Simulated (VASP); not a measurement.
# Ta (Im-3m) in VASP: notebook, part 2 of 2

VASP 6.6.1. The steps go on from the part before.

## Step 4: Single point, PBEsol (volume scaled by 0.98)

File INCAR:

```
SYSTEM = Ta
ALGO = Normal
EDIFF = 1E-7
ENCUT = 520
GGA = PS
ISIF = 2
ISMEAR = -1
LASPH = .TRUE.
LCHARG = .FALSE.
LREAL = .FALSE.
LWAVE = .FALSE.
NBANDS = 12
NELM = 100
PREC = Accurate
SIGMA = 0.08
```

File KPOINTS:

```
k-points
0
G
  17 17 17
  0 0 0
```

File POSCAR:

```
Ta
1.0
   -1.6401972500      1.6401972500      1.6401972500
    1.6401972500     -1.6401972500      1.6401972500
    1.6401972500      1.6401972500     -1.6401972500
Ta
1
Direct
    0.0000000000      0.0000000000      0.0000000000
```

Potentials or basis: VASP PAW PBE potentials, release 64 (Ta_pv).

On the command line:

```sh
> cat potpaw_PBE.64/Ta_pv/POTCAR > POTCAR
> mpirun -np 1 vasp_std > vasp.out
```

OUTCAR:

```text
SYSTEM = Ta
   EDIFF = 1E-7
   ENCUT = 520
   GGA = PS
   ISIF = 2
   ISMEAR = -1
   LASPH = .TRUE.
   LREAL = .FALSE.
   NELM = 100
   PREC = Accurate

 ion  position               nearest neighbor table
   1  0.000  0.000  0.000-

  LATTYP: Found a body centered cubic cell.
 ALAT       =     3.2803945000

  Lattice vectors:

 A1 = (  -1.6401972500,   1.6401972500,   1.6401972500)
 A2 = (   1.6401972500,  -1.6401972500,   1.6401972500)
 A3 = (   1.6401972500,   1.6401972500,  -1.6401972500)

Analysis of symmetry for initial positions (statically):
=====================================================================
 Subroutine PRICEL returns:
 Original cell was already a primitive cell.

 Routine SETGRP: Setting up the symmetry group for a
 body centered cubic supercell.

 Subroutine GETGRP returns: Found 48 space group operations
 (whereof 48 operations were pure point group operations)
 out of a pool of 48 trial point group operations.

The static configuration has the point symmetry O_h .

Analysis of symmetry for dynamics (positions and initial velocities):
=====================================================================
 Subroutine PRICEL returns:
 Original cell was already a primitive cell.

 Routine SETGRP: Setting up the symmetry group for a
 body centered cubic supercell.

 Subroutine GETGRP returns: Found 48 space group operations
 (whereof 48 operations were pure point group operations)
 out of a pool of 48 trial point group operations.

The dynamic configuration has the point symmetry O_h .

 Subroutine INISYM returns: Found 48 space group operations
 (whereof 48 operations are pure point group operations),
 and found     1 'primitive' translations

----------------------------------------------------------------------------------------

[... 109 lines left out ...]
     AMIX     =   0.40;   BMIX     =  1.00
     AMIX_MAG =   1.60;   BMIX_MAG =  1.00
  volume/ion in A,a.u.               =      17.65       119.11
  Fermi-wavevector in a.u.,A,eV,Ry     =   1.398373  2.642542 26.605466  1.955447
  Thomas-Fermi vector in A             =   2.521537
   LORBIT       =      0    0 simple, 1 ext, 2 COOP (PROOUT), +10 PAW based schemes
   GGA     = PS    functional components
   LHFCALC =     F    Hartree Fock is set to
   AEXX    =    0.0000 exact exchange contribution
   IVDW    =     0    specifies the selected vdW correction
   LEPSILON=     F    determine dielectric tensor
   LRPA    =     F    only Hartree local field effects (RPA)
 non-spin polarized calculation
  energy-cutoff  :      520.00
  volume of cell :       17.65
 maximum number of plane-waves:       486
 NGX is ok and might be reduce to    24
   NGX = 11   NGY = 11   NGZ = 11

 number of electron      11.0000002 magnetization

 Free energy of the ion-electron system (eV)
  ---------------------------------------------------
  ext. energy  EPLUGINS =         0.00000000
  ---------------------------------------------------
  free energy    TOTEN  =       -12.56551585 eV

  energy without entropy =      -12.53859621  energy(sigma->0) =      -12.55205603

 E-fermi :   5.4809     XC(G=0): -12.8325

 val. band max:        5.4598555445   @ k =   0.3529   0.1765   0.1176
 cond. band min:       5.4851630056   @ k =  -0.3529   0.3529   0.0588
 fundamental gap:      0.0253074612
 Fermi energy:         5.4809162469

 k-point     1 :       0.0000    0.0000    0.0000
  band No.  band energies     occupation
      1     -27.4589      2.00000
      2     -27.4589      2.00000
      3     -27.4589      2.00000
      4      -2.5218      2.00000
      5       6.2048      0.00024
      6       6.2048      0.00024
      7       6.2048      0.00024
      8       9.5477      0.00000
      9       9.5477      0.00000
     10      20.2171      0.00000
     11      20.6218      0.00000
     12      20.6218      0.00000
[... 331 lines left out ...]
 k-point    24 :       0.1765    0.1765    0.0000
  band No.  band energies     occupation
      1     -28.2757      2.00000
      2     -27.7295      2.00000
      3     -27.5435      2.00000
      4       0.7987      2.00000
      5       4.5805      1.99997
      6       4.8623      1.99912
      7       8.5623      0.00000
      8      10.2693      0.00000
      9      10.4375      0.00000
     10      20.1404      0.00000
     11      20.4437      0.00000
     12      22.5069      0.00000

 [... further k-points ...]
[... 5 lines left out ...]
  --------------------------------------------------------------------------------------
  -------------------------------------------------------------------------------------
  Total        0.0539334      0.0539334      0.0539334      0.0000000     -0.0000000      0.0000000
  in kB        4.8957610      4.8957610      4.8957610      0.0000000     -0.0000000      0.0000000
  external PRESSURE =       4.8957610 kB  Pullay stress =       0.0000000 kB

 VOLUME and BASIS-vectors are now :
 -----------------------------------------------------------------------------
  energy-cutoff  :      520.00
  volume of cell :       17.65
      direct lattice vectors                 reciprocal lattice vectors
    -1.640197250  1.640197250  1.640197250     0.000000000  0.304841384  0.304841384
     1.640197250 -1.640197250  1.640197250     0.304841384  0.000000000  0.304841384
     1.640197250  1.640197250 -1.640197250     0.304841384  0.304841384  0.000000000

 POSITION                                       TOTAL-FORCE (eV/Angst)
 -----------------------------------------------------------------------------------
      0.00000      0.00000      0.00000        -0.000000     -0.000000     -0.000000
 -----------------------------------------------------------------------------------
    total drift:                               -0.000000      0.000000      0.000000

  FREE ENERGIE OF THE ION-ELECTRON SYSTEM (eV)
  ---------------------------------------------------
  free  energy   TOTEN  =       -12.5655158475 eV

  energy  without entropy=      -12.5385962069  energy(sigma->0) =      -12.55205603
```

OSZICAR:

```text
N       E                     dE             d eps       ncg     rms          rms(c)
DAV:   1     0.611963393998E+02    0.61196E+02   -0.61769E+03  3976   0.883E+02
DAV:   2    -0.119993767279E+02   -0.73196E+02   -0.71473E+02  4460   0.249E+02
DAV:   3    -0.130587317766E+02   -0.10594E+01   -0.10487E+01  4648   0.279E+01
DAV:   4    -0.130613387467E+02   -0.26070E-02   -0.26068E-02  4504   0.156E+00
DAV:   5    -0.130613472366E+02   -0.84899E-05   -0.84905E-05  4660   0.838E-02    0.143E+01
DAV:   6    -0.126828129185E+02    0.37853E+00   -0.29723E-01  4664   0.577E+00    0.697E+00
DAV:   7    -0.125671295724E+02    0.11568E+00   -0.26073E-01  4604   0.501E+00    0.369E-01
DAV:   8    -0.125655577948E+02    0.15718E-02   -0.70293E-03  4212   0.744E-01    0.120E-01
DAV:   9    -0.125655191063E+02    0.38689E-04   -0.12131E-04  4584   0.118E-01    0.237E-02
DAV:  10    -0.125655160313E+02    0.30751E-05   -0.30507E-06  4408   0.191E-02    0.343E-03
DAV:  11    -0.125655158904E+02    0.14086E-06   -0.11097E-07  3072   0.365E-03    0.429E-04
DAV:  12    -0.125655158475E+02    0.42895E-07   -0.63827E-09  2252   0.920E-04
   1 F= -.12565516E+02 E0= -.12552056E+02  d E =-.269196E-01
```

Wall time 47 s (1 thread of Intel Xeon 8259CL, shared host); peak memory 0.16 GiB.

What came out:

| Quantity | Value |
| --- | --- |
| Free energy | -12.5655 eV |
| Pressure | 0.5 GPa |

Levels at points of the mesh, in eV from the Fermi level:
```csv
k point,band 4,band 5,band 6,band 7,band 8,band 9
"(0.00, 0.00, 0.00)",-8.00,0.72,0.72,0.72,4.07,4.07
```

Caveat: the PAW data sets were made with another functional, which shifts forces and pressure a little; spin-orbit coupling is left out, which moves the levels of the heavy elements.

## Step 5: Single point, PBEsol (volume scaled by 1.01)

File INCAR:

```
SYSTEM = Ta
PREC = Accurate ; ENCUT = 520
EDIFF = 1E-7 ; ISMEAR = -1
SIGMA = 0.08 ; LREAL = .FALSE.
LASPH = .TRUE. ; NELM = 100
ALGO = Normal ; ISIF = 2
LWAVE = .FALSE. ; LCHARG = .FALSE.
GGA = PS ; NBANDS = 12
```

File KPOINTS:

```
Automatic mesh
0
G
  17 17 17
  0 0 0
```

File POSCAR:

```
Ta
1.0
   -1.6567660204      1.6567660204      1.6567660204
    1.6567660204     -1.6567660204      1.6567660204
    1.6567660204      1.6567660204     -1.6567660204
Ta
1
Direct
    0.0000000000      0.0000000000      0.0000000000
```

On the command line:

```sh
> cat potpaw_PBE.64/Ta_pv/POTCAR > POTCAR
> mpirun -np 1 vasp_std > vasp.out
```

It took 38 s on 1 thread of Intel Xeon 8259CL, shared host; peak memory 0.16 GiB.

The run converged. Its results:

| Item | Value |
| --- | --- |
| Free energy | -12.5569 eV |
| Pressure | -5.6 GPa |

Levels at points of the mesh, in eV from the Fermi level:
```csv
k point,band 2,band 3,band 4,band 5,band 6,band 7,band 8,band 9,band 10,band 11
"(0.00, 0.00, 0.00)",-33.07,-33.07,-7.89,0.72,0.72,0.72,3.95,3.95,14.62,14.99
```

Caveat: the PAW data sets were made with another functional, which shifts forces and pressure a little; spin-orbit coupling is left out, which moves the levels of the heavy elements.

## Step 6: The runs side by side

| cell | gap on the mesh (eV) | pressure (GPa) |
| --- | --- | --- |
| a = 2.821 Å, angles 109.5°, 1 atom | none | 5.0 |
| a = 2.851 Å, angles 109.5°, 1 atom | none | -1.6 |
| a = 2.841 Å, angles 109.5°, 1 atom | none | 0.5 |
| a = 2.870 Å, angles 109.5°, 1 atom | none | -5.6 |

Alike in all rows: task single point; level PBEsol; potentials or basis VASP PAW PBE potentials, release 64 (Ta_pv); no spin polarisation; k mesh 17 × 17 × 17; cutoff (eV) 520; smearing fermi-dirac 0.08 eV.

Caveats: the PAW data sets were made with another functional, which shifts forces and pressure a little; spin-orbit coupling is left out, which moves the levels of the heavy elements.

Total energies depend on the potentials used, so only differences within one code and one set of settings carry meaning.
